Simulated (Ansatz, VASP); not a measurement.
## Two plane-wave programs on SnO

File INCAR:

```
  PREC = Accurate
  ENCUT = 520
  EDIFF = 1E-6
  ISMEAR = 0
  SIGMA = 0.05
  LREAL = F
  LASPH = T
  NELM = 80
  ALGO = Normal
  ISIF = 2
  LWAVE = F
  LCHARG = T
  LDIPOL = T
  IDIPOL = 3
  DIPOL = 0.5 0.5 0.399
  GGA = PE
  IVDW = 12
  LELF = T
  LVHAR = T
  LVACPOTAV = T
  NBANDS = 50
```

File KPOINTS:

```
regular mesh
0
Gamma
  7 7 1
```

Contents of POSCAR:

```
SnO
1.0
    3.8201630918      0.0000000000      0.0000000000
    0.0000000000      3.8201630918      0.0000000000
    0.0000000000      0.0000000000     22.2260821141
Sn O
4 4
Direct
    0.7500000000      0.2500000000      0.2024648328
    0.2500000000      0.7500000000      0.3087832134
    0.2500000000      1.0000000000      0.4887519537
   -0.2500000000      1.5000000000      0.5950703343
    0.2500000000      0.2500000000      0.2556240231
    0.7500000000      0.7500000000      0.2556240231
   -0.2500000000      1.0000000000      0.5419111440
    0.2500000000      1.5000000000      0.5419111440
```

Input for Ansatz:

```yaml
crystal:
  lattice:
    - [3.8201630918, 0.0, 0.0]
    - [0.0, 3.8201630918, 0.0]
    - [0.0, 0.0, 22.2260821141]
  atoms:
    - { symbol: Sn, position: [0.75, 0.25, 0.2024648328] }
    - { symbol: O, position: [0.25, 0.25, 0.2556240231] }
    - { symbol: O, position: [0.75, 0.75, 0.2556240231] }
    - { symbol: Sn, position: [0.25, 0.75, 0.3087832134] }
    - { symbol: Sn, position: [0.25, 1.0, 0.4887519537] }
    - { symbol: O, position: [-0.25, 1.0, 0.541911144] }
    - { symbol: O, position: [0.25, 1.5, 0.541911144] }
    - { symbol: Sn, position: [-0.25, 1.5, 0.5950703343] }
basis:
  ecutwfc: 420
kpoints:
  mp_grid: { grid: [7, 7, 1] }
hamiltonian:
  xc: pbe
  pseudopotentials: { kind: paw, azcp: { folder: soft_1 } }
  dispersion: d3bj
scf:
  occupations: { method: gaussian, width: 0.05 }
output:
  forces: true
  eigenvalues: true
efield:
  axis: 3
  dipole_correction: true
  ramp_width: 0.04
```

Alike in both runs: task single point; functional PBE; dispersion D3(BJ); k mesh 7 × 7 × 1; occupations gaussian, width 0.05 eV; no spin polarisation.

|  | VASP | Ansatz |
| --- | --- | --- |
| version | VASP 6.6.1 | Ansatz 0.2.0 |
| potentials or method | VASP PAW PBE potentials, release 64 (Sn_d, O), cutoff 520 eV | scalar-relativistic, plane waves, PAW |
| valence electrons in the cell | 80 | 80 |

VASP gave:

| Property | Result |
| --- | --- |
| gap on the k mesh at the Fermi level (eV) | 2.27 |
| least direct gap on the mesh (eV) | 2.51 |
| rms of the force components (eV/Å) | 0.031 |

Q: Which values does Ansatz return?

A: gap on the k mesh at the Fermi level (eV): 2.28; least direct gap on the mesh (eV): 2.52; rms of the force components (eV/Å): 0.028.
